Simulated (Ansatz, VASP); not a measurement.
# One calculation of NaI, two programs

```
Na I
1.0
     0.00000    3.13109    3.11543
     3.13109    0.00000    3.11543
     3.13109    3.13109    0.00000
Na I
1 1
Direct
  0.00000 0.00000 0.00000
  0.50000 0.50000 0.50000
```

Change from the starting cell: z stretched by -0.5 %, x and y held.

Alike in both runs: task single point; functional LDA; k mesh 6 × 6 × 6; non-collinear spin, spin-orbit coupling.

```csv
,VASP,Ansatz
version,VASP 6.6.1,Ansatz 0.2.0
potentials or method,"VASP PAW LDA potentials, release 64 (Na_pv, I), cutoff 520 eV",all-electron LAPW
occupations,"gaussian, width 0.01 eV",fixed
```

```tsv
	VASP	Ansatz	Ansatz less VASP
pressure (GPa)	0.2	0.1	-0.08
traceless stress, the component that is largest in VASP (GPa)	0.12	0.12	-0.001
net moment per atom (μB)	0.00	0.00	0.000
```

LDA's correlation is that of Perdew and Zunger in VASP and of Perdew and Wang (1992) in Ansatz. Ansatz ran all-electron here, and VASP with PAW potentials.
